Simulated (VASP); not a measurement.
Input of a VASP 6.6.1 run:

The input INCAR:

```
  PREC = Accurate
  ENCUT = 520
  EDIFF = 1E-7
  ISMEAR = -1
  SIGMA = 0.08
  LREAL = F
  LASPH = T
  NELM = 100
  ALGO = Normal
  ISIF = 2
  LWAVE = F
  LCHARG = F
  GGA = PE
  NBANDS = 20
```

KPOINTS

```
Automatic mesh
0
Gamma
  12 12 12
```

POSCAR

```
SnO2
1.0
    0.0000000000      2.3872561868      2.3872561868
    2.3872561868      0.0000000000      2.3872561868
    2.3872561868      2.3872561868      0.0000000000
Sn O
1 2
Direct
    0.0000000000      0.0000000000      0.0000000000
    0.2500000000      0.2500000000      0.2500000000
    0.7500000000      0.7500000000      0.7500000000
```

Potentials or basis: VASP PAW PBE potentials, release 64 (Sn_d, O).

Launch:

```console
$ cat potpaw_PBE.64/Sn_d/POTCAR potpaw_PBE.64/O/POTCAR > POTCAR
$ mpirun -np 1 vasp_std > vasp.out
```

Task: Predict the band gap on the k mesh.

Result: 2.23 eV, indirect (least direct gap 4.06 eV).

Task: What does it give for the pressure?

Result: 72.7 GPa.

Caveat: spin-orbit coupling is left out, which moves the levels of the heavy elements. A k mesh can miss the band edges.
